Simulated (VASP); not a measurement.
Wanted: the native input for a VASP 6.6.1 run.

```yaml
Task: single point
Functional: PBE
Potentials_or_basis: VASP PAW PBE potentials, release 64 (Bi_d, Te, O)
Cutoff: 520 eV
k_mesh: 3 × 3 × 4
Occupations: gaussian, width 0.1 eV
Spin: no spin polarisation
Dipole_correction: no
Further_INCAR_settings: ALGO = Normal; EDIFF = 1e-06; NBANDS = 32
```

The structure of Bi2Te2O lies in POSCAR:

```
Bi2Te2O
1.0
    5.1518952688      0.0000000025      0.0000000000
   -2.5759476366      4.4616721792      0.0000000000
    0.0000000000      0.0000000000      6.5158794292
Bi Te O
2 2 1
Direct
    0.3333333333      0.6666666667      0.5000000000
    0.6666666667      0.3333333333      0.5000000000
    0.3333333333      0.6666666667      0.0000000000
    0.6666666667      0.3333333333      0.0000000000
    0.0000000000      0.0000000000      0.0000000000
```

These files were run (other wordings do the same):

INCAR

```
ALGO     = Normal         # electronic algorithm
EDIFF    = 1E-6           # SCF threshold, eV
ENCUT    = 520            # plane-wave cutoff, eV
GGA      = PE             # functional
ISIF     = 2              # what is computed and relaxed
ISMEAR   = 0              # smearing method
LASPH    = T              # aspherical terms in the spheres
LCHARG   = F              # write CHGCAR
LREAL    = F              # projectors in reciprocal space
LWAVE    = F              # write WAVECAR
NBANDS   = 32             # bands
NELM     = 100            # most SCF steps
PREC     = Accurate       # precision mode
SIGMA    = 0.1            # smearing width, eV
```

KPOINTS

```
k-points
0
Gamma
  3 3 4
```

Potentials or basis: VASP PAW PBE potentials, release 64 (Bi_d, Te, O).

The run is started by

```sh
$ cat potpaw_PBE.64/Bi_d/POTCAR potpaw_PBE.64/Te/POTCAR potpaw_PBE.64/O/POTCAR > POTCAR
$ mpirun -np 1 vasp_std > vasp.out
```

It gave:

```json
{
  "Pressure": "0.0 GPa",
  "Band gap on the k mesh": "zero (band 24 reaches 6.05 eV, above the bottom of band 25 at 5.49 eV)"
}
```

Caveat: the k points lie up to 0.47 Å⁻¹ apart; spin-orbit coupling is left out, which moves the levels of the heavy elements.

Run time: 51 s on 1 thread of Intel(R) Xeon(R) Platinum 8375C CPU @ 2.90GHz (Ice Lake), with other jobs on the host, peak memory 0.27 GiB.
